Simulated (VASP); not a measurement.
# Mo6H in VASP: a series of runs

Mo6H is run at these levels: PBE; tasks: single point.

All numbers are computed with VASP 6.6.1; they aren't measurements. Logs are shortened: lines on timing, memory, paths and dates and some standing lists are left out, and cuts for length are marked.

### Step 1. The cell of the first run

The cell holds a slab with vacuum, 7 atoms: a = 4.470 Å, b = 4.470 Å, c = 19.760 Å, α = 90.00°, β = 90.00°, γ = 120.00°.

### Step 2. Single point, PBE

INCAR reads:

```
PREC = Accurate
ENCUT = 520
EDIFF = 1E-6
ISMEAR = 0
SIGMA = 0.1
LREAL = F
LASPH = T
NELM = 60
ALGO = Normal
ISIF = 2
LWAVE = F
LCHARG = T
LDIPOL = T
IDIPOL = 3
DIPOL = 0.5 0.5 0.339
GGA = PE
LELF = T
LVHAR = T
LVACPOTAV = T
NBANDS = 52
```

KPOINTS reads:

```
Automatic mesh
0
Gamma
  6 6 1
```

POSCAR reads:

```
Mo6H
1.0
    4.4695765307      0.0000000000      0.0000000000
   -2.2347882654      3.8707668198      0.0000000000
    0.0000000000      0.0000000000     19.7595667350
Mo H
6 1
Direct
    0.6666666667      0.3333333333      0.2024335884
    0.3333333333      0.6666666667      0.2486060831
    0.0000000000      0.0000000000      0.2947785777
    0.6666666667      0.3333333333      0.3368821116
    0.3333333333      0.6666666667      0.3779725564
    0.0000000000      0.0000000000      0.4180034333
    0.0000000000      0.2222222222      0.4912253223
```

Potentials or basis: VASP PAW PBE potentials, release 64 (Mo_sv, H).

Started as:

```sh
$ cat potpaw_PBE.64/Mo_sv/POTCAR potpaw_PBE.64/H/POTCAR > POTCAR
$ mpirun -np 1 vasp_std > vasp.out
```

OUTCAR:

```text
PREC = Accurate
   ENCUT = 520
   EDIFF = 1E-6
   ISMEAR = 0
   LREAL = F
   LASPH = T
   NELM = 60
   ISIF = 2
   GGA = PE

 ion  position               nearest neighbor table
   1  0.667  0.333  0.202-   4 2.66   2 2.74   2 2.74   2 2.74   3 3.16   3 3.16   3 3.16
   2  0.333  0.667  0.249-   5 2.56   3 2.74   3 2.74   3 2.74   1 2.74   1 2.74   1 2.74   4 3.11
                             4 3.11   4 3.11
   3  0.000  0.000  0.295-   6 2.43   4 2.71   4 2.71   4 2.71   2 2.74   2 2.74   2 2.74   5 3.06
                             5 3.06   5 3.06   1 3.16   1 3.16   1 3.16
   4  0.667  0.333  0.337-   1 2.66   5 2.71   5 2.71   5 2.71   3 2.71   3 2.71   3 2.71   6 3.04
                             6 3.04   6 3.04   2 3.11   2 3.11   2 3.11
   5  0.333  0.667  0.378-   2 2.56   6 2.70   6 2.70   6 2.70   4 2.71   4 2.71   4 2.71   3 3.06
                             3 3.06   3 3.06
   6  0.000  0.000  0.418-   7 1.75   3 2.43   5 2.70   5 2.70   5 2.70   4 3.04   4 3.04   4 3.04

   7  0.000  0.222  0.491-   6 1.75

  LATTYP: Found a hexagonal cell.
 ALAT       =     4.4695765307
 C/A-ratio  =     4.4209035463

  Lattice vectors:

 A1 = (   4.4695765307,   0.0000000000,   0.0000000000)
 A2 = (  -2.2347882654,   3.8707668198,   0.0000000000)
 A3 = (   0.0000000000,   0.0000000000,  19.7595667350)

Analysis of symmetry for initial positions (statically):
=====================================================================
 Subroutine PRICEL returns:
 Original cell was already a primitive cell.

 Routine SETGRP: Setting up the symmetry group for a
 hexagonal supercell.

 Subroutine GETGRP returns: Found  1 space group operations
 (whereof  1 operations were pure point group operations)
 out of a pool of 24 trial point group operations.

The static configuration has the point symmetry C_1 .

Analysis of symmetry for dynamics (positions and initial velocities):
=====================================================================
 Subroutine PRICEL returns:
 Original cell was already a primitive cell.

 Routine SETGRP: Setting up the symmetry group for a
 hexagonal supercell.

 Subroutine GETGRP returns: Found  1 space group operations
 (whereof  1 operations were pure point group operations)
 out of a pool of 24 trial point group operations.

The dynamic configuration has the point symmetry C_1 .

 Subroutine INISYM returns: Found  1 space group operations
 (whereof  1 operations are pure point group operations),
 and found     1 'primitive' translations

----------------------------------------------------------------------------------------

                                     Primitive cell

  volume of cell :     341.8541

  direct lattice vectors                    reciprocal lattice vectors
     4.469576531  0.000000000  0.000000000     0.223734842  0.129173371  0.000000000
    -2.234788265  3.870766820  0.000000000     0.000000000  0.258346743  0.000000000
     0.000000000  0.000000000 19.759566735     0.000000000  0.000000000  0.050608397

  length of vectors
     4.469576531  4.469576531 19.759566735     0.258346743  0.258346743  0.050608397

  position of ions in fractional coordinates (direct lattice)
     0.666666667  0.333333333  0.202433588
     0.333333333  0.666666667  0.248606083
     0.000000000  0.000000000  0.294778578
     0.666666667  0.333333333  0.336882112
     0.333333333  0.666666667  0.377972556
     0.000000000  0.000000000  0.418003433
     0.000000000  0.222222222  0.491225322

  ion indices of the primitive-cell ions
   primitive index   ion index
                 1           1
                 2           2
                 3           3
                 4           4
                 5           5
                 6           6
                 7           7

----------------------------------------------------------------------------------------

 KPOINTS: Automatic mesh

Automatic generation of k-mesh.
 Grid dimensions read from file:
 generate k-points for:    6    6    1

 Generating k-lattice:

  Cartesian coordinates                     Fractional coordinates (reciprocal lattice)
     0.037289140  0.021528895  0.000000000     0.166666667  0.000000000  0.000000000
     0.000000000  0.043057790  0.000000000     0.000000000  0.166666667  0.000000000
     0.000000000  0.000000000  0.050608397     0.000000000  0.000000000  1.000000000

  Length of vectors
     0.043057790  0.043057790  0.050608397

  Shift w.r.t. Gamma in fractional coordinates (k-lattice)
     0.000000000  0.000000000  0.000000000

 Subroutine IBZKPT returns following result:
 ===========================================

 Found     20 irreducible k-points:

 Following reciprocal coordinates:
            Coordinates               Weight
  0.000000  0.000000  0.000000      1.000000
  0.166667 -0.000000  0.000000      2.000000
  0.000000  0.166667  0.000000      2.000000
 -0.166667  0.166667  0.000000      2.000000
  0.333333  0.000000  0.000000      2.000000
  0.000000  0.333333  0.000000      2.000000
[... 12 lines left out ...]
  0.500000 -0.166667  0.000000      2.000000
  0.333333  0.333333  0.000000      2.000000
   k-points           NKPTS =     20   k-points in BZ     NKDIM =     20   number of bands    NBANDS=     52
   number of dos      NEDOS =    301   number of ions     NIONS =      7
   total plane-waves  NPLWV = 194400
   dimension x,y,z NGX =    36 NGY =   36 NGZ =  150
   dimension x,y,z NGXF=    72 NGYF=   72 NGZF=  300
   ions per type =               6   1
   NGX,Y,Z   is equivalent  to a cutoff of  13.39, 13.39, 12.62 a.u.
   NGXF,Y,Z  is equivalent  to a cutoff of  26.78, 26.78, 25.24 a.u.
 SYSTEM =  unknown system
   PREC   = accura    normal or accurate (medium, high low for compatibility)
   ISTART =      0    job   : 0-new  1-cont  2-samecut
   ICHARG =      2    charge: 1-file 2-atom 10-const
   ISPIN  =      1    spin polarized calculation?
   LNONCOLLINEAR =      F non collinear calculations
   LSORBIT =      F    spin-orbit coupling
   LASPH  =      T    aspherical Exc in radial PAW
   ENCUT  =  520.0 eV  38.22 Ry    6.18 a.u.   8.31  8.31 36.74*2*pi/ulx,y,z
   NELM   =     60;   NELMIN=  2; NELMDL= -5     # of ELM steps
   EDIFF  = 0.1E-05   stopping-criterion for ELM
   LREAL  =      F    real-space projection
   EDIFFG = 0.1E-04   stopping-criterion for IOM
   NSW    =      0    number of steps for IOM
   IBRION =     -1    ionic relax: 0-MD 1-quasi-New 2-CG
   NFREE  =      0    steps in history (QN), initial steepest desc. (CG)
   ISIF   =      2    stress and relaxation
   ISYM   =      2    0-nonsym 1-usesym 2-fastsym
   POTIM  = 0.5000    time-step for ionic-motion
   TEBEG  =    0.0;   TEEND  =   0.0 temperature during run
   PSTRESS=    0.0 pullay stress
   NELECT =      85.0000    total number of electrons
   NUPDOWN=      -1.0000    fix difference up-down
   EMIN   =  10.00;   EMAX   =-10.00  energy-range for DOS
   EFERMI =   0.00;   METHOD = LEGACY
   ISMEAR =     0;   SIGMA  =   0.10  broadening in eV -4-tet -1-fermi 0-gaus
   EFERMI_NEDOS =   21; number of points for ismear=-14 and -15
   IALGO  =     38    algorithm
   IMIX   =      4    mixing-type and parameters
     AMIX     =   0.40;   BMIX     =  1.00
     AMIX_MAG =   1.60;   BMIX_MAG =  1.00
  volume/ion in A,a.u.               =      48.84       329.56
  Fermi-wavevector in a.u.,A,eV,Ry     =   1.029440  1.945359 14.418718  1.059746
  Thomas-Fermi vector in A             =   2.163487
   LORBIT       =      0    0 simple, 1 ext, 2 COOP (PROOUT), +10 PAW based schemes
   GGA     = PE    functional components
   LHFCALC =     F    Hartree Fock is set to
   AEXX    =    0.0000 exact exchange contribution
   IVDW    =     0    specifies the selected vdW correction
   LEPSILON=     F    determine dielectric tensor
   LRPA    =     F    only Hartree local field effects (RPA)
 non-spin polarized calculation
 Gauss-broadening in eV      SIGMA  =   0.10
  energy-cutoff  :      520.00
  volume of cell :      341.85
 maximum number of plane-waves:      9223
 NGX is ok and might be reduce to    36
   NGX = 17   NGY = 17   NGZ = 73

 dipolmoment           0.000000      0.000000     -0.537980 electrons x Angstroem

 number of electron      85.0000006 magnetization

 dipolmoment           0.000000      0.000000      0.153315 electrons x Angstroem

 Free energy of the ion-electron system (eV)
  ---------------------------------------------------
  ext. energy  EPLUGINS =         0.00000000
  ---------------------------------------------------
  free energy    TOTEN  =       -61.98540260 eV

  energy without entropy =      -61.94039431  energy(sigma->0) =      -61.96289845

 E-fermi :   0.3766     XC(G=0):  -4.8963

 val. band max:        0.3708172743   @ k =   0.3333   0.0000   0.0000
 cond. band min:       0.3981520091   @ k =   0.5000   0.5000   0.0000
 fundamental gap:      0.0273347348
 Fermi energy:         0.3766432985

 k-point     1 :       0.0000    0.0000    0.0000
  band No.  band energies     occupation
      1     -60.7597      2.00000
      2     -60.5301      2.00000
      3     -60.4905      2.00000
      4     -60.4500      2.00000
      5     -60.3088      2.00000
      6     -60.1710      2.00000
[... 44 lines left out ...]
     51       2.4517      0.00000
     52       2.4990      0.00000

 k-point     2 :       0.1667   -0.0000    0.0000
  band No.  band energies     occupation
      1     -60.7383      2.00000
      2     -60.5285      2.00000
      3     -60.4973      2.00000
      4     -60.4532      2.00000
      5     -60.3165      2.00000
      6     -60.1774      2.00000
[... 44 lines left out ...]
     51       2.4034      0.00000
     52       2.5967      0.00000
[... 933 lines left out ...]
     51       2.0860      0.00000
     52       2.2903      0.00000

 k-point    20 :       0.3333    0.3333    0.0000
  band No.  band energies     occupation
      1     -60.5959      2.00000
      2     -60.5750      2.00000
      3     -60.5556      2.00000
      4     -60.4365      2.00000
      5     -60.3518      2.00000
      6     -60.2002      2.00000
[... 44 lines left out ...]
     51       2.0282      0.00000
     52       2.2694      0.00000

------------------------ aborting loop because EDIFF is reached ----------------------------------------

  FORCE on cell =-STRESS in cart. coord.  units (eV):
  Direction    XX          YY          ZZ          XY          YZ          ZX
  --------------------------------------------------------------------------------------
  -------------------------------------------------------------------------------------
  Total       -4.5654409     -4.7267253     -0.5563539     -0.7259208      1.4484129      0.0535299
  in kB      -21.3969813    -22.1528772     -2.6074795     -3.4021935      6.7883178      0.2508799
  external PRESSURE =     -15.3857794 kB  Pullay stress =       0.0000000 kB

 VOLUME and BASIS-vectors are now :
 -----------------------------------------------------------------------------
  energy-cutoff  :      520.00
  volume of cell :      341.85
      direct lattice vectors                 reciprocal lattice vectors
     4.469576531  0.000000000  0.000000000     0.223734842  0.129173371  0.000000000
    -2.234788265  3.870766820  0.000000000     0.000000000  0.258346743  0.000000000
     0.000000000  0.000000000 19.759566735     0.000000000  0.000000000  0.050608397

 POSITION                                       TOTAL-FORCE (eV/Angst)
 -----------------------------------------------------------------------------------
      2.23479      1.29026      4.00000        -0.014085      0.023163      1.751989
     -0.00000      2.58051      4.91235         0.048437     -0.100618     -0.328492
      0.00000      0.00000      5.82470        -0.242773      0.167947     -2.124231
      2.23479      1.29026      6.65664         0.099997     -0.233001     -0.665282
     -0.00000      2.58051      7.46857         0.159549     -0.329410      0.548944
      0.00000      0.00000      8.25957         0.051725     -0.208810      0.789638
     -0.49662      0.86017      9.70640        -0.102849      0.680729      0.027433
 -----------------------------------------------------------------------------------
    total drift:                               -0.000016      0.000025     -0.000014

  FREE ENERGIE OF THE ION-ELECTRON SYSTEM (eV)
  ---------------------------------------------------
  free  energy   TOTEN  =       -61.9854025955 eV

  energy  without entropy=      -61.9403943057  energy(sigma->0) =      -61.96289845

 vacuum level on the upper side and lower side of the slab         5.525         3.922
```

Wall time 16 min (1 thread of Intel Xeon 6975P-C, shared host); peak memory 0.62 GiB.

Results:

| Item | Value |
| --- | --- |
| Free energy | -61.9854 eV |
| Largest force | 2.145 eV/Å |

Forces in eV/Å, atoms in the order of the input:
```
Mo  -0.014  0.023  1.752
Mo   0.048 -0.101 -0.328
Mo  -0.243  0.168 -2.124
Mo   0.100 -0.233 -0.665
Mo   0.160 -0.329  0.549
Mo   0.052 -0.209  0.790
H   -0.103  0.681  0.027
```

Levels at points of the mesh, in eV from the Fermi level:
```
           k point  band 40  band 41  band 42  band 43  band 44  band 45  band 46  band 47
(0.00, 0.00, 0.00)    -1.21    -1.18    -1.14    -0.54     0.45     1.16     1.18     1.31
(0.50, 0.00, 0.00)    -1.11    -0.47    -0.17     0.07     0.19     0.36     0.95     1.40
(0.00, 0.50, 0.00)    -1.05    -0.48    -0.17     0.07     0.08     0.67     1.16     1.28
(0.50, 0.50, 0.00)    -1.21    -0.60     0.02     0.07     0.24     0.43     0.78     1.39
```

### Step 3. Single point, PBE

INCAR reads:

```
SYSTEM = Mo6H
ALGO = Normal
DIPOL = 0.5 0.5 0.332
EDIFF = 1E-7
ENCUT = 520
GGA = PE
IDIPOL = 3
ISIF = 2
ISMEAR = 0
LASPH = .True.
LCHARG = .False.
LDIPOL = .True.
LREAL = .False.
LWAVE = .False.
NBANDS = 52
NELM = 60
PREC = Accurate
SIGMA = 0.1
```

KPOINTS reads:

```
k-points
0
Gamma
  6 6 1
  0 0 0
```

POSCAR, as its differences from that of step 2:

```diff
@@ -14,2 +14,2 @@
     0.0000000000      0.0000000000      0.4180034333
-    0.0000000000      0.2222222222      0.4912253223
+    0.0000000000      0.4444444444      0.4449759994
```

Potentials or basis: VASP PAW PBE potentials, release 64 (Mo_sv, H).

Started as:

```sh
$ cat potpaw_PBE.64/Mo_sv/POTCAR potpaw_PBE.64/H/POTCAR > POTCAR
$ mpirun -np 1 vasp_std > vasp.out
```

It took 17 min on 1 thread of Intel Xeon 6975P-C, shared host; peak memory 0.62 GiB.

The run converged. Its results:

| Quantity | Value |
| --- | --- |
| Free energy | -62.6763 eV |
| Largest force | 1.791 eV/Å |

Forces on the atoms (eV/Å):
```
Mo  -0.012  0.032  1.791
Mo   0.092  0.048 -0.868
Mo  -0.075 -0.074 -1.246
Mo  -0.038 -0.049 -0.446
Mo   0.211 -0.054  0.361
Mo  -0.118  0.075  0.388
H   -0.060  0.021  0.019
```

Levels at points of the mesh, in eV from the Fermi level:
```tsv
k point	band 41	band 42	band 43	band 44	band 45	band 46
(0.00, 0.00, 0.00)	-1.19	-1.01	-0.22	0.92	1.13	1.24
(0.50, 0.00, 0.00)	-0.42	0.02	0.05	0.19	0.59	1.12
(0.00, 0.50, 0.00)	-0.64	-0.10	0.03	0.07	0.63	1.23
(0.50, 0.50, 0.00)	-0.60	-0.14	0.04	0.14	0.65	1.21
```
